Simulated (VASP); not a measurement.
# SnSe2 (P-3m1) in VASP: further runs, part 2 of 2

VASP 6.6.1. The steps go on from the part before.

**3. Single point, PBE+D3(BJ) (29.68 Å³/atom)**

INCAR reads:

```
PREC = Accurate
ENCUT = 500
EDIFF = 1E-6
ISMEAR = 0
SIGMA = 0.03
LREAL = False
LASPH = True
NELM = 120
ALGO = Normal
ISIF = 2
LWAVE = False
LCHARG = False
GGA = PE
IVDW = 12
NBANDS = 20
GGA_COMPAT = False
```

KPOINTS reads:

```
Automatic mesh
0
Gamma
  12 12 6
```

POSCAR reads:

```
SnSe2
1.0
    4.0347941767      0.0000000000      0.0000000000
   -2.0173970884      3.4942342561      0.0000000000
    0.0000000000      0.0000000000      6.3147071521
Sn Se
1 2
Direct
    0.0000000000      0.0000000000      0.0000000000
    0.3333333333      0.6666666667      0.2651331237
    0.6666666667      0.3333333333      0.7348668763
```

Potentials or basis: VASP PAW PBE potentials, release 64 (Sn_d, Se).

Launch:

```sh
$ cat potpaw_PBE.64/Sn_d/POTCAR potpaw_PBE.64/Se/POTCAR > POTCAR
$ mpirun -np 1 vasp_std > vasp.out
```

OUTCAR:

```text
PREC = Accurate
   ENCUT = 500
   EDIFF = 1E-6
   ISMEAR = 0
   LREAL = False
   LASPH = True
   NELM = 120
   ISIF = 2
   GGA = PE
   IVDW = 12
 IVDW          = 12

 ion  position               nearest neighbor table
   1  0.000  0.000  0.000-   2 2.87   3 2.87   3 2.87   2 2.87   3 2.87   2 2.87
   2  0.333  0.667  0.265-   1 2.87   1 2.87   1 2.87
   3  0.667  0.333  0.735-   1 2.87   1 2.87   1 2.87

  LATTYP: Found a hexagonal cell.
 ALAT       =     4.0347941767
 C/A-ratio  =     1.5650630182

  Lattice vectors:

 A1 = (   4.0347941767,   0.0000000000,   0.0000000000)
 A2 = (  -2.0173970884,   3.4942342561,   0.0000000000)
 A3 = (   0.0000000000,   0.0000000000,   6.3147071521)

Analysis of symmetry for initial positions (statically):
=====================================================================
 Subroutine PRICEL returns:
 Original cell was already a primitive cell.

 Routine SETGRP: Setting up the symmetry group for a
 hexagonal supercell.

 Subroutine GETGRP returns: Found 12 space group operations
 (whereof 12 operations were pure point group operations)
 out of a pool of 24 trial point group operations.

The static configuration has the point symmetry D_3d.

Analysis of symmetry for dynamics (positions and initial velocities):
=====================================================================
 Subroutine PRICEL returns:
 Original cell was already a primitive cell.

 Routine SETGRP: Setting up the symmetry group for a
 hexagonal supercell.

 Subroutine GETGRP returns: Found 12 space group operations
 (whereof 12 operations were pure point group operations)
 out of a pool of 24 trial point group operations.

The dynamic configuration has the point symmetry D_3d.

 Subroutine INISYM returns: Found 12 space group operations
 (whereof 12 operations are pure point group operations),
 and found     1 'primitive' translations

----------------------------------------------------------------------------------------

                                     Primitive cell

  volume of cell :      89.0280

  direct lattice vectors                    reciprocal lattice vectors
     4.034794177  0.000000000  0.000000000     0.247844117  0.143092868  0.000000000
    -2.017397088  3.494234256  0.000000000     0.000000000  0.286185735  0.000000000
     0.000000000  0.000000000  6.314707152     0.000000000  0.000000000  0.158360471

  length of vectors
     4.034794177  4.034794177  6.314707152     0.286185735  0.286185735  0.158360471

  position of ions in fractional coordinates (direct lattice)
     0.000000000  0.000000000  0.000000000
     0.333333333  0.666666667  0.265133124
     0.666666667  0.333333333  0.734866876

  ion indices of the primitive-cell ions
   primitive index   ion index
                 1           1
                 2           2
                 3           3

----------------------------------------------------------------------------------------

 KPOINTS: Automatic mesh

Automatic generation of k-mesh.
 Grid dimensions read from file:
 generate k-points for:   12   12    6

 Generating k-lattice:

  Cartesian coordinates                     Fractional coordinates (reciprocal lattice)
     0.020653676  0.011924406  0.000000000     0.083333333  0.000000000  0.000000000
     0.000000000  0.023848811  0.000000000     0.000000000  0.083333333  0.000000000
     0.000000000  0.000000000  0.026393412     0.000000000  0.000000000  0.166666667

  Length of vectors
     0.023848811  0.023848811  0.026393412

  Shift w.r.t. Gamma in fractional coordinates (k-lattice)
     0.000000000  0.000000000  0.000000000

 Subroutine IBZKPT returns following result:
 ===========================================

 Found    100 irreducible k-points:

 Following reciprocal coordinates:
            Coordinates               Weight
  0.000000  0.000000  0.000000      1.000000
  0.083333  0.000000  0.000000      6.000000
  0.166667  0.000000  0.000000      6.000000
  0.250000  0.000000  0.000000      6.000000
  0.333333  0.000000  0.000000      6.000000
  0.416667  0.000000  0.000000      6.000000
[... 16 lines left out ...]
  0.166667  0.000000  0.166667      6.000000
  0.000000  0.166667  0.166667      6.000000
 [... further k-points ...]
   k-points           NKPTS =    100   k-points in BZ     NKDIM =    100   number of bands    NBANDS=     20
   number of dos      NEDOS =    301   number of ions     NIONS =      3
   total plane-waves  NPLWV =  43200
   dimension x,y,z NGX =    30 NGY =   30 NGZ =   48
   dimension x,y,z NGXF=    60 NGYF=   60 NGZF=   96
   ions per type =               1   2
   NGX,Y,Z   is equivalent  to a cutoff of  12.36, 12.36, 12.64 a.u.
   NGXF,Y,Z  is equivalent  to a cutoff of  24.72, 24.72, 25.27 a.u.
 SYSTEM =  unknown system
   PREC   = accura    normal or accurate (medium, high low for compatibility)
   ISTART =      0    job   : 0-new  1-cont  2-samecut
   ICHARG =      2    charge: 1-file 2-atom 10-const
   ISPIN  =      1    spin polarized calculation?
   LNONCOLLINEAR =      F non collinear calculations
   LSORBIT =      F    spin-orbit coupling
   LASPH  =      T    aspherical Exc in radial PAW
   ENCUT  =  500.0 eV  36.75 Ry    6.06 a.u.   7.36  7.36 11.51*2*pi/ulx,y,z
   NELM   =    120;   NELMIN=  2; NELMDL= -5     # of ELM steps
   EDIFF  = 0.1E-05   stopping-criterion for ELM
   LREAL  =      F    real-space projection
   EDIFFG = 0.1E-04   stopping-criterion for IOM
   NSW    =      0    number of steps for IOM
   IBRION =     -1    ionic relax: 0-MD 1-quasi-New 2-CG
   NFREE  =      0    steps in history (QN), initial steepest desc. (CG)
   ISIF   =      2    stress and relaxation
   ISYM   =      2    0-nonsym 1-usesym 2-fastsym
   POTIM  = 0.5000    time-step for ionic-motion
   TEBEG  =    0.0;   TEEND  =   0.0 temperature during run
   PSTRESS=    0.0 pullay stress
   NELECT =      26.0000    total number of electrons
   NUPDOWN=      -1.0000    fix difference up-down
   EMIN   =  10.00;   EMAX   =-10.00  energy-range for DOS
   EFERMI =   0.00;   METHOD = LEGACY
   ISMEAR =     0;   SIGMA  =   0.03  broadening in eV -4-tet -1-fermi 0-gaus
   EFERMI_NEDOS =   21; number of points for ismear=-14 and -15
   IALGO  =     38    algorithm
   IMIX   =      4    mixing-type and parameters
     AMIX     =   0.40;   BMIX     =  1.00
     AMIX_MAG =   1.60;   BMIX_MAG =  1.00
  volume/ion in A,a.u.               =      29.68       200.26
  Fermi-wavevector in a.u.,A,eV,Ry     =   1.086152  2.052529 16.051134  1.179725
  Thomas-Fermi vector in A             =   2.222282
   LORBIT       =      0    0 simple, 1 ext, 2 COOP (PROOUT), +10 PAW based schemes
   GGA     = PE    functional components
   LHFCALC =     F    Hartree Fock is set to
   AEXX    =    0.0000 exact exchange contribution
   IVDW    =    12    specifies the selected vdW correction
   LEPSILON=     F    determine dielectric tensor
   LRPA    =     F    only Hartree local field effects (RPA)
 non-spin polarized calculation
 Gauss-broadening in eV      SIGMA  =   0.03
  energy-cutoff  :      500.00
  volume of cell :       89.03
 maximum number of plane-waves:      2285
 NGX is ok and might be reduce to    30
   NGX = 15   NGY = 15   NGZ = 23

 number of electron      25.9999992 magnetization

 Free energy of the ion-electron system (eV)
  ---------------------------------------------------
  ext. energy  EPLUGINS =         0.00000000
  ---------------------------------------------------
  free energy    TOTEN  =       -11.66166819 eV

  energy without entropy =      -11.66166819  energy(sigma->0) =      -11.66166819

 E-fermi :   3.0122     XC(G=0):  -8.9008

 val. band max:        2.9152844830   @ k =   0.0833   0.0833   0.0000
 cond. band min:       3.1011444959   @ k =   0.0000   0.0000   0.0000
 fundamental gap:      0.1858600129
 Fermi energy:         3.0121618916

 k-point     1 :       0.0000    0.0000    0.0000
  band No.  band energies     occupation
      1     -18.3539      2.00000
      2     -18.3539      2.00000
      3     -18.3374      2.00000
      4     -18.3309      2.00000
      5     -18.3309      2.00000
      6     -10.0698      2.00000
[... 12 lines left out ...]
     19      11.3647      0.00000
[... 513 lines left out ...]
      4     -18.3331      2.00000
      5     -18.3311      2.00000
      6      -9.8284      2.00000
[... 12 lines left out ...]
     19      10.6280      0.00000
     20      11.5888      0.00000

 [... further k-points ...]

------------------------ aborting loop because EDIFF is reached ----------------------------------------

 Edisp (eV)   -0.93449

 E8    (eV) :    -0.4092

  FORCE on cell =-STRESS in cart. coord.  units (eV):
  Direction    XX          YY          ZZ          XY          YZ          ZX
  --------------------------------------------------------------------------------------
  -------------------------------------------------------------------------------------
  Total      -3.81112    -3.81112    -3.86766     0.00000     0.00000    -0.00000
  in kB     -68.58625   -68.58625   -69.60361     0.00000     0.00000    -0.00000
  external pressure =      -68.93 kB  Pullay stress =        0.00 kB

 VOLUME and BASIS-vectors are now :
 -----------------------------------------------------------------------------
  energy-cutoff  :      500.00
  volume of cell :       89.03
      direct lattice vectors                 reciprocal lattice vectors
     4.034794177  0.000000000  0.000000000     0.247844117  0.143092868  0.000000000
    -2.017397088  3.494234256  0.000000000     0.000000000  0.286185735  0.000000000
     0.000000000  0.000000000  6.314707152     0.000000000  0.000000000  0.158360471

 POSITION                                       TOTAL-FORCE (eV/Angst)
 -----------------------------------------------------------------------------------
      0.00000      0.00000      0.00000        -0.000000      0.000000      0.000000
     -0.00000      2.32949      1.67424        -0.000000      0.000000     -0.887814
      2.01740      1.16474      4.64047         0.000000     -0.000000      0.887814
 -----------------------------------------------------------------------------------
    total drift:                                0.000000     -0.000000      0.000000

  FREE ENERGIE OF THE ION-ELECTRON SYSTEM (eV)
  ---------------------------------------------------
  free  energy   TOTEN  =       -12.5961591394 eV

  energy  without entropy=      -12.5961591327  energy(sigma->0) =      -12.59615914
```

stdout:

```text
POSCAR found type information on POSCAR SnSe
 POSCAR found :  2 types and       3 ions
 scaLAPACK will be used
 LDA part: xc-table for (Slater+PW92), standard interpolation
 POSCAR, INCAR and KPOINTS ok, starting setup
 FFT: planning ... GRIDC
 FFT: planning ... GRID_SOFT
 FFT: planning ... GRID
 WAVECAR not read
 entering main loop
```

Wall time 3.3 min (1 thread of Intel Xeon 8259CL, shared host); peak memory 0.32 GiB.

Results:

| Quantity | Value |
| --- | --- |
| Free energy | -12.5962 eV |
| Pressure | -6.9 GPa |
| Largest force | 0.888 eV/Å |
| Band gap on the k mesh | 0.19 eV (least direct gap 0.38 eV) |
| Dispersion energy per atom | -0.311 eV |

Forces on the atoms (eV/Å):
```
Sn   0.000  0.000  0.000
Se   0.000  0.000 -0.888
Se   0.000  0.000  0.888
```

Stress tensor (GPa, compression positive):
```
-6.86  0.00  0.00
 0.00 -6.86  0.00
 0.00  0.00 -6.96
```

Caveat: the cell stands under tension; spin-orbit coupling is left out, which moves the levels of the heavy elements. A k mesh can miss the band edges.
